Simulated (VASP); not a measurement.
BP:

```
B P
1.0
     0.00000    2.27421    2.27421
     2.27421    0.00000    2.27421
     2.27421    2.27421    0.00000
B P
1 1
Direct
  0.00000 0.00000 0.00000
  0.75000 0.75000 0.75000
```

Base run:

- Program: VASP 6.6.1
- Functional: PBE
- Potentials or basis: VASP PAW PBE potentials, release 64 (B, P)
- Cutoff: 520 eV
- k mesh: 12 × 12 × 12
- Occupations: gaussian, width 0.05 eV
- Spin: no spin polarisation

Its results: band gap on the k mesh 1.25 eV, indirect (least direct gap 3.39 eV); pressure -0.2 GPa.

Problem. The run is repeated on the same cell with these changes: functional from PBE to RPBE. What comes out?

Solution. Band gap on the k mesh 1.26 eV, indirect (least direct gap 3.38 eV); pressure 2.3 GPa.

RPBE binds less tightly than PBE, so the same cell stands under more pressure.

Caveats: the PAW data sets were made with another functional, which shifts forces and pressure a little (some runs).

A k mesh can miss the band edges.
